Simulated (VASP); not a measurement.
## NaHgF3: single point with r2SCAN

NaHgF3:

```
CELL_PARAMETERS angstrom
4.40698 0.00000 0.00000
0.00000 4.40698 0.00000
0.00000 0.00000 4.40698
ATOMIC_POSITIONS crystal
Na 0.00000 0.00000 0.00000
Hg 0.50000 0.50000 0.50000
F 0.50000 0.50000 0.00000
F 0.50000 0.00000 0.50000
F 0.00000 0.50000 0.50000
```

```yaml
Program: VASP 6.6.1
Task: single point
Functional: r2SCAN
Potentials_or_basis: VASP PAW PBE potentials, release 64 (Na_pv, Hg, F)
Cutoff: 520 eV
k_mesh: 6 × 6 × 6
Occupations: gaussian, width 0.01 eV
Spin: no spin polarisation
Dipole_correction: no
Further_INCAR_settings: ALGO = Normal; EDIFF = 1e-06; NBANDS = 28
```

The pressure is 5.1 GPa and the band gap on the k mesh is 0.70 eV (least direct gap 4.02 eV).

Levels at points of the mesh, in eV from the valence-band top:
| k point | band 18 | band 19 | band 20 | band 21 | band 22 | band 23 |
| --- | --- | --- | --- | --- | --- | --- |
| (0.00, 0.00, 0.00) | -3.44 | -3.44 | -3.44 | 0.70 | 5.54 | 9.88 |
| (0.50, 0.00, 0.00) | -2.77 | -2.77 | -2.16 | 3.54 | 4.96 | 8.22 |
| (0.50, 0.50, 0.00) | -2.77 | -2.71 | 0.00 | 5.28 | 6.57 | 6.79 |
| (0.50, 0.50, 0.50) | -2.69 | 0.00 | 0.00 | 6.67 | 6.72 | 8.15 |

Wall time 120 s on 1 thread of AMD EPYC 9R45 96-Core Processor (Zen 5) (shared host), peak memory 0.21 GiB.

Caveat: the cell stands under pressure; the PAW data sets were made with another functional, which shifts forces and pressure a little; spin-orbit coupling is left out, which moves the levels of the heavy elements. A k mesh can miss the band edges.
